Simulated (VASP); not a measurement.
Here is a VASP 6.6.1 calculation.

Contents of POSCAR:

```
Ga
1.0
    4.7568914764      0.0000000000      0.0000000000
   -2.3784457382      4.1195888616      0.0000000000
    0.0000000000      0.0000000000      2.7902548356
Ga
3
Direct
    0.0000000000      0.0000000000      0.0000000000
    0.3333333333      0.6666666667      0.5000000000
    0.6666666667      0.3333333333      0.5000000000
```

INCAR.step1

```
SYSTEM = Ga
PREC     = Accurate       ! precision mode
ENCUT    = 520            ! plane-wave cutoff, eV
ISMEAR   = 0              ! smearing method
SIGMA    = 0.1            ! smearing width, eV
LREAL    = .FALSE.        ! projectors in reciprocal space
LASPH    = .TRUE.         ! aspherical terms in the spheres
NELM     = 100            ! most SCF steps
NBANDS   = 26             ! bands
GGA      = PE             ! functional
ALGO     = Normal         ! electronic algorithm
EDIFF    = 1E-4           ! SCF threshold, eV
LWAVE    = .TRUE.         ! write WAVECAR
LCHARG   = .FALSE.        ! write CHGCAR
```

File INCAR.step2:

```
SYSTEM = Ga
PREC     = Accurate       ! precision mode
ENCUT    = 520            ! plane-wave cutoff, eV
EDIFF    = 1E-6           ! SCF threshold, eV
ISMEAR   = 0              ! smearing method
SIGMA    = 0.1            ! smearing width, eV
LREAL    = .FALSE.        ! projectors in reciprocal space
LASPH    = .TRUE.         ! aspherical terms in the spheres
NELM     = 100            ! most SCF steps
ALGO     = Normal         ! electronic algorithm
ISIF     = 2              ! what is computed and relaxed
LWAVE    = .FALSE.        ! write WAVECAR
LCHARG   = .FALSE.        ! write CHGCAR
METAGGA  = R2SCAN         ! meta-GGA
LMIXTAU  = .TRUE.       
NBANDS   = 26             ! bands
ISTART   = 1
```

File KPOINTS:

```
Automatic mesh
0
G
  12 12 16
  0 0 0
```

Potentials or basis: VASP PAW PBE potentials, release 64 (Ga_d).

The run is started by

```console
$ cat potpaw_PBE.64/Ga_d/POTCAR > POTCAR
$ cp INCAR.step1 INCAR
$ mpirun -np 1 vasp_std > vasp.out
$ cp INCAR.step2 INCAR
$ mpirun -np 1 vasp_std > vasp.out
```

(1) Estimate the pressure.

Results:

(1) 0.1 GPa.

Caveat: the PAW data sets were made with another functional, which shifts forces and pressure a little.
